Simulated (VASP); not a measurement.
# Mg (P6_3/mmc) in VASP: settings compared

Mg is run at these levels: BLYP, r2SCAN; tasks: single point.

Everything below comes from runs of VASP 6.6.1. Logs are shortened: lines on timing, memory, paths and dates and some standing lists are left out, and cuts for length are marked.

**1. The cell of the first run**

The structure is hexagonal, space group P6_3/mmc (No. 194). Conventional cell: a = 3.209 Å, b = 3.209 Å, c = 5.210 Å, α = 90.00°, β = 90.00°, γ = 120.00°. Mg (site symmetry -6m2) has 12 Mg at 3.20 to 3.21 Å within 4.2 Å.

**2. Single point, BLYP**

INCAR

```
AGGAC = 1.0
AGGAX = 1.0
ALDAC = 0.0
ALDAX = 1.0
ALGO = Normal
EDIFF = 1E-7
ENCUT = 520
GGA = B5
ISIF = 2
ISMEAR = -1
LASPH = T
LCHARG = T
LELF = T
LREAL = F
LVHAR = T
LWAVE = F
NBANDS = 9
NELM = 80
PREC = Accurate
SIGMA = 0.05
```

KPOINTS

```
k-points
0
Gamma
  6 6 3
```

POSCAR

```
Mg
1.0
    3.2093000000      0.0000000000      0.0000000000
   -1.6046500000      2.7793353284      0.0000000000
    0.0000000000      0.0000000000      5.2103000000
Mg
2
Direct
    0.6666666667      0.3333333333      0.7500000000
    0.3333333333      0.6666666667      0.2500000000
```

Potentials or basis: VASP PAW PBE potentials, release 64 (Mg).

Started as:

```
cat potpaw_PBE.64/Mg/POTCAR > POTCAR
mpirun -np 1 vasp_std > vasp.out
```

OUTCAR:

```text
EDIFF = 1E-7
   ENCUT = 520
   GGA = B5
   ISIF = 2
   ISMEAR = -1
   LASPH = T
   LREAL = F
   NELM = 80
   PREC = Accurate

 ion  position               nearest neighbor table
   1  0.667  0.333  0.750-   2 3.20   2 3.20   2 3.20   2 3.20   2 3.20   2 3.20
   2  0.333  0.667  0.250-   1 3.20   1 3.20   1 3.20   1 3.20   1 3.20   1 3.20

  LATTYP: Found a hexagonal cell.
 ALAT       =     3.2093000000
 C/A-ratio  =     1.6235004518

  Lattice vectors:

 A1 = (   3.2093000000,   0.0000000000,   0.0000000000)
 A2 = (  -1.6046500000,   2.7793353284,   0.0000000000)
 A3 = (   0.0000000000,   0.0000000000,   5.2103000000)

Analysis of symmetry for initial positions (statically):
=====================================================================
 Subroutine PRICEL returns:
 Original cell was already a primitive cell.

 Routine SETGRP: Setting up the symmetry group for a
 hexagonal supercell.

 Subroutine GETGRP returns: Found 24 space group operations
 (whereof 12 operations were pure point group operations)
 out of a pool of 24 trial point group operations.

The static configuration has the point symmetry D_3d.
 The point group associated with its full space group is D_6h.

Analysis of symmetry for dynamics (positions and initial velocities):
=====================================================================
 Subroutine PRICEL returns:
 Original cell was already a primitive cell.

 Routine SETGRP: Setting up the symmetry group for a
 hexagonal supercell.

 Subroutine GETGRP returns: Found 24 space group operations
 (whereof 12 operations were pure point group operations)
 out of a pool of 24 trial point group operations.

The dynamic configuration has the point symmetry D_3d.
 The point group associated with its full space group is D_6h.

 Subroutine INISYM returns: Found 24 space group operations
 (whereof 12 operations are pure point group operations),
 and found     1 'primitive' translations

----------------------------------------------------------------------------------------

                                     Primitive cell

  volume of cell :      46.4744

  direct lattice vectors                    reciprocal lattice vectors
     3.209300000  0.000000000  0.000000000     0.311594429  0.179899127  0.000000000
    -1.604650000  2.779335328  0.000000000     0.000000000  0.359798255  0.000000000
[... 75 lines left out ...]
   LREAL  =      F    real-space projection
   EDIFFG = 0.1E-05   stopping-criterion for IOM
   NSW    =      0    number of steps for IOM
   IBRION =     -1    ionic relax: 0-MD 1-quasi-New 2-CG
   NFREE  =      0    steps in history (QN), initial steepest desc. (CG)
   ISIF   =      2    stress and relaxation
   ISYM   =      2    0-nonsym 1-usesym 2-fastsym
   POTIM  = 0.5000    time-step for ionic-motion
   TEBEG  =    0.0;   TEEND  =   0.0 temperature during run
   PSTRESS=    0.0 pullay stress
   NELECT =       4.0000    total number of electrons
   NUPDOWN=      -1.0000    fix difference up-down
   EMIN   =  10.00;   EMAX   =-10.00  energy-range for DOS
   EFERMI =   0.00;   METHOD = LEGACY
   ISMEAR =    -1;   SIGMA  =   0.05  broadening in eV -4-tet -1-fermi 0-gaus
   EFERMI_NEDOS =   21; number of points for ismear=-14 and -15
   IALGO  =     38    algorithm
   IMIX   =      4    mixing-type and parameters
     AMIX     =   0.40;   BMIX     =  1.00
     AMIX_MAG =   1.60;   BMIX_MAG =  1.00
  volume/ion in A,a.u.               =      23.24       156.81
  Fermi-wavevector in a.u.,A,eV,Ry     =   0.722809  1.365911  7.108401  0.522453
  Thomas-Fermi vector in A             =   1.812866
   LORBIT       =      0    0 simple, 1 ext, 2 COOP (PROOUT), +10 PAW based schemes
   GGA     = B5    functional components
   LHFCALC =     F    Hartree Fock is set to
   AEXX    =    0.0000 exact exchange contribution
   IVDW    =     0    specifies the selected vdW correction
   LEPSILON=     F    determine dielectric tensor
   LRPA    =     F    only Hartree local field effects (RPA)
 non-spin polarized calculation
  energy-cutoff  :      520.00
  volume of cell :       46.47
 maximum number of plane-waves:      1266
 NGX is ok and might be reduce to    24
   NGX = 11   NGY = 11   NGZ = 19

 number of electron       4.0000000 magnetization

 Free energy of the ion-electron system (eV)
  ---------------------------------------------------
  ext. energy  EPLUGINS =         0.00000000
  ---------------------------------------------------
  free energy    TOTEN  =        -1.40172592 eV

  energy without entropy =       -1.39064591  energy(sigma->0) =       -1.39618591

 E-fermi :   2.9912     XC(G=0):  -8.0098

 val. band max:        2.9077492423   @ k =   0.1667   0.1667   0.0000
 cond. band min:       3.0992802706   @ k =   0.3333   0.3333   0.3333
 fundamental gap:      0.1915310283
 Fermi energy:         2.9912134053

 k-point     1 :       0.0000    0.0000    0.0000
  band No.  band energies     occupation
      1      -3.8556      2.00000
      2       1.4238      2.00000
      3       1.7042      2.00000
      4      13.8474      0.00000
      5      13.8474      0.00000
      6      13.8787      0.00000
      7      13.8787      0.00000
      8      14.8065      0.00000
      9      16.2129      0.00000
[... 145 lines left out ...]
 k-point    14 :       0.3333    0.3333    0.3333
  band No.  band energies     occupation
      1       2.8824      1.79616
      2       2.8824      1.79616
      3       3.0993      0.20655
      4       4.8029      0.00000
      5       5.0171      0.00000
      6       5.0171      0.00000
      7      11.7219      0.00000
      8      11.8764      0.00000
      9      11.8764      0.00000

------------------------ aborting loop because EDIFF is reached ----------------------------------------

  FORCE on cell =-STRESS in cart. coord.  units (eV):
  Direction    XX          YY          ZZ          XY          YZ          ZX
  --------------------------------------------------------------------------------------
  -------------------------------------------------------------------------------------
  Total        0.1613214      0.1613214     -0.0358126      0.0000000     -0.0000000     -0.0000000
  in kB        5.5614575      5.5614575     -1.2346187      0.0000000     -0.0000000     -0.0000000
  external PRESSURE =       3.2960988 kB  Pullay stress =       0.0000000 kB

 VOLUME and BASIS-vectors are now :
 -----------------------------------------------------------------------------
  energy-cutoff  :      520.00
  volume of cell :       46.47
      direct lattice vectors                 reciprocal lattice vectors
     3.209300000  0.000000000  0.000000000     0.311594429  0.179899127  0.000000000
    -1.604650000  2.779335328  0.000000000     0.000000000  0.359798255  0.000000000
     0.000000000  0.000000000  5.210300000     0.000000000  0.000000000  0.191927528

 POSITION                                       TOTAL-FORCE (eV/Angst)
 -----------------------------------------------------------------------------------
      1.60465      0.92645      3.90773         0.000000      0.000000      0.000000
     -0.00000      1.85289      1.30258        -0.000000     -0.000000      0.000000
 -----------------------------------------------------------------------------------
    total drift:                                0.000000     -0.000000      0.000000

  FREE ENERGIE OF THE ION-ELECTRON SYSTEM (eV)
  ---------------------------------------------------
  free  energy   TOTEN  =        -1.4017259151 eV

  energy  without entropy=       -1.3906459119  energy(sigma->0) =       -1.39618591
```

OSZICAR:

```text
N       E                     dE             d eps       ncg     rms          rms(c)
DAV:   1     0.113263289178E+01    0.11326E+01   -0.12578E+03   252   0.310E+02
DAV:   2    -0.134713952178E+01   -0.24798E+01   -0.24269E+01   323   0.248E+01
DAV:   3    -0.137853912453E+01   -0.31400E-01   -0.31307E-01   361   0.261E+00
DAV:   4    -0.137859290987E+01   -0.53785E-04   -0.53781E-04   278   0.969E-02
DAV:   5    -0.137859322025E+01   -0.31038E-06   -0.31048E-06   334   0.726E-03    0.801E-01
DAV:   6    -0.138997078636E+01   -0.11378E-01   -0.52049E-03   278   0.390E-01    0.533E-01
DAV:   7    -0.140160752025E+01   -0.11637E-01   -0.22850E-02   278   0.862E-01    0.527E-02
DAV:   8    -0.140171325910E+01   -0.10574E-03   -0.23648E-04   295   0.923E-02    0.126E-02
DAV:   9    -0.140172471637E+01   -0.11457E-04   -0.11921E-05   302   0.216E-02    0.495E-03
DAV:  10    -0.140172593242E+01   -0.12160E-05   -0.24857E-06   300   0.959E-03    0.937E-04
DAV:  11    -0.140172591514E+01    0.17271E-07   -0.48044E-08   206   0.127E-03
   1 F= -.14017259E+01 E0= -.13961859E+01  d E =-.110800E-01
```

Wall time 14 s (1 thread of Intel Xeon Platinum 8488C (Sapphire Rapids), shared host); peak memory 0.15 GiB.

What came out:

| Item | Value |
| --- | --- |
| Free energy | -1.4017 eV |
| Pressure | 0.3 GPa |
| Band gap on the k mesh | zero (band 2 reaches 3.40 eV, above the bottom of band 3 at 1.70 eV) |

Stress tensor (GPa, compression positive):
```
 0.56  0.00  0.00
 0.00  0.56  0.00
 0.00  0.00 -0.12
```

Levels at points of the mesh, in eV from the Fermi level:
```tsv
k point	band 1	band 2	band 3	band 4	band 5
(0.00, 0.00, 0.00)	-6.85	-1.57	-1.29	10.86	10.86
(0.50, 0.00, 0.00)	-2.15	-2.03	2.66	3.16	3.24
```

Caveat: the k points lie up to 0.40 Å⁻¹ apart; the PAW data sets were made with another functional, which shifts forces and pressure a little.

(Continued in part 2 of 2.)
